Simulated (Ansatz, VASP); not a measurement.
## One calculation of Si4Ge3, two programs

```
Si Ge
1.0
     5.22024    3.01391    3.22449
    -5.22024    3.01391    3.22449
     0.00000   -6.02782    3.22449
Si Ge
8 6
Direct
  0.15358 0.01881 0.44062
  0.84642 0.98119 0.55938
  0.44062 0.15358 0.01881
  0.55938 0.84642 0.98119
  0.01881 0.44062 0.15358
  0.98119 0.55938 0.84642
  0.87673 0.87673 0.87673
  0.12327 0.12327 0.12327
  0.73813 0.30271 0.59507
  0.26187 0.69729 0.40493
  0.40493 0.26187 0.69729
  0.59507 0.73813 0.30271
  0.69729 0.40493 0.26187
  0.30271 0.59507 0.73813
```

Alike in both runs: task single point; functional PBE; k mesh 3 × 3 × 3; occupations gaussian, width 0.1 eV; no spin polarisation.

```csv
,VASP,Ansatz
version,VASP 6.6.1,Ansatz 0.2.0
potentials or method,"VASP PAW PBE potentials, release 64 (Si, Ge_d), cutoff 520 eV","scalar-relativistic, plane waves, PAW"
valence electrons in the cell,116,116
```

```csv
,VASP,Ansatz,Ansatz less VASP
gap on the k mesh at the Fermi level (eV),0.71,0.71,-0.003
least direct gap on the mesh (eV),1.54,1.54,-0.002
pressure (GPa),-0.1,-0.1,+0.07
rms of the force components (eV/Å),0.008,0.008,+0.0003
```

Atom by atom the forces differ by 0.002 eV/Å (rms over components). The functional is the same, so the differences come from potentials, cutoffs and numerics.
